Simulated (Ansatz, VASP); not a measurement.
AlGaN2: VASP beside Ansatz

POSCAR

```
AlGaN2
1.0
    3.1385264188      0.0000000000      0.0000000000
    0.0000000000      3.1385264188      0.0000000000
    0.0000000000      0.0000000000      8.8447134538
Al Ga N
2 2 4
Direct
    0.5000000000      0.5000000000      0.2500000000
    0.5000000000      0.5000000000      0.7500000000
    0.0000000000      0.0000000000     -0.0056491058
    0.0000000000      0.0000000000      0.5056491058
    0.5000000000      0.0000000000      0.3441026604
    0.5000000000      0.0000000000      0.8949805100
    0.0000000000      0.5000000000      0.1558973396
    0.0000000000      0.5000000000      0.6050194900
```

INCAR.step1

```
ALGO = Normal
EDIFF = 1E-4
ENCUT = 520
GGA = PE
ISMEAR = 0
LASPH = T
LCHARG = F
LREAL = F
LWAVE = T
NBANDS = 36
NELM = 80
PREC = Accurate
SIGMA = 0.05
```

The input INCAR.step2:

```
ALGO = Normal
EDIFF = 1E-6
ENCUT = 520
ISIF = 2
ISMEAR = 0
ISTART = 1
LASPH = T
LCHARG = F
LMIXTAU = T
LREAL = F
LWAVE = F
METAGGA = R2SCAN
NBANDS = 36
NELM = 80
PREC = Accurate
SIGMA = 0.05
```

Contents of KPOINTS:

```
k-points
0
Gamma
  8 8 4
```

Input for Ansatz:

```yaml
crystal:
  lattice:
    - [3.1385264188, 0.0, 0.0]
    - [0.0, 3.1385264188, 0.0]
    - [0.0, 0.0, 8.8447134538]
  atoms:
    - { symbol: Al, position: [0.5, 0.5, 0.25] }
    - { symbol: Al, position: [0.5, 0.5, 0.75] }
    - { symbol: Ga, position: [0.0, 0.0, -0.0056491058] }
    - { symbol: Ga, position: [0.0, 0.0, 0.5056491058] }
    - { symbol: "N", position: [0.5, 0.0, 0.3441026604] }
    - { symbol: "N", position: [0.5, 0.0, 0.89498051] }
    - { symbol: "N", position: [0.0, 0.5, 0.1558973396] }
    - { symbol: "N", position: [0.0, 0.5, 0.60501949] }
basis:
  ecutwfc: 500
kpoints:
  mp_grid: { grid: [8, 8, 4] }
hamiltonian:
  xc: r2scan
scf:
  occupations: { method: gaussian, width: 0.05 }
output:
  forces: true
  stress: true
  eigenvalues: true
```

Change from the starting cell: mode 23 (742.2 1/cm) frozen in, largest displacement +0.225 Å.

Alike in both runs: task single point; functional r2SCAN; k mesh 8 × 8 × 4; occupations gaussian, width 0.05 eV; no spin polarisation.

|  | VASP | Ansatz |
| --- | --- | --- |
| version | VASP 6.6.1 | Ansatz 0.2.0 |
| potentials or method | VASP PAW PBE potentials, release 64 (Al, Ga_d, N), cutoff 520 eV | scalar-relativistic, plane waves, PAW |
| valence electrons in the cell | 52 | 52 |

VASP gave:

```
gap on the k mesh at the Fermi level (eV)                     : 1.31
least direct gap on the mesh (eV)                             : 1.31
pressure (GPa)                                                : 9.4
traceless stress, the component that is largest in VASP (GPa) : -11.86
rms of the force components (eV/Å)                            : 3.120
```

Task: What did Ansatz give for the same quantities?

Result: gap on the k mesh at the Fermi level (eV): 1.32; least direct gap on the mesh (eV): 1.32; pressure (GPa): 8.9; traceless stress, the component that is largest in VASP (GPa): -11.76; rms of the force components (eV/Å): 3.081.

VASP's potentials were made for PBE, not for r2SCAN. Atom by atom the forces differ by 0.051 eV/Å (rms over components).
